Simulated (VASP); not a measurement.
A run of VASP 6.6.1 is set up as follows.

Contents of INCAR:

```
  PREC = Accurate
  ENCUT = 520
  EDIFF = 1E-7
  ISMEAR = 0
  SIGMA = 0.1
  LREAL = False
  LASPH = True
  NELM = 80
  ALGO = Normal
  ISIF = 2
  LWAVE = False
  LCHARG = False
  LDIPOL = True
  IDIPOL = 3
  DIPOL = 0.5 0.5 0.378
  GGA = PE
  IBRION = 2
  NSW = 36
  EDIFFG = -0.025
  KPAR = 4
```

The input KPOINTS:

```
Automatic mesh
0
Gamma
  9 9 1
```

POSCAR

```
Ti4C
1.0
    2.9384580613      0.0000000000      0.0000000000
   -1.4692290307      2.5447793290      0.0000000000
    0.0000000000      0.0000000000     22.4046135985
Ti C
4 1
Selective dynamics
Direct
    0.6666666667      0.3333333333      0.1785346568  F F F
    0.3333333333      0.6666666667      0.2823220753  F F F
    0.6666666667      0.3333333333      0.3901862329  F F F
    0.3333333333      0.6666666667      0.4867128616  F F F
    0.8333333333      1.0000000000      0.5527706847  F F T
```

Potentials or basis: VASP PAW PBE potentials, release 64 (Ti_sv, C).

Launch:

```console
$ cat potpaw_PBE.64/Ti_sv/POTCAR potpaw_PBE.64/C/POTCAR > POTCAR
$ mpirun -np 4 vasp_std > vasp.out
```

(1) Estimate the band gap on the k mesh.

(2) What does it give for the energy gained by relaxing?

Answers

(1) zero (bands 26 and 27 overlap by 0.84 eV).

(2) 55.0 meV/atom.
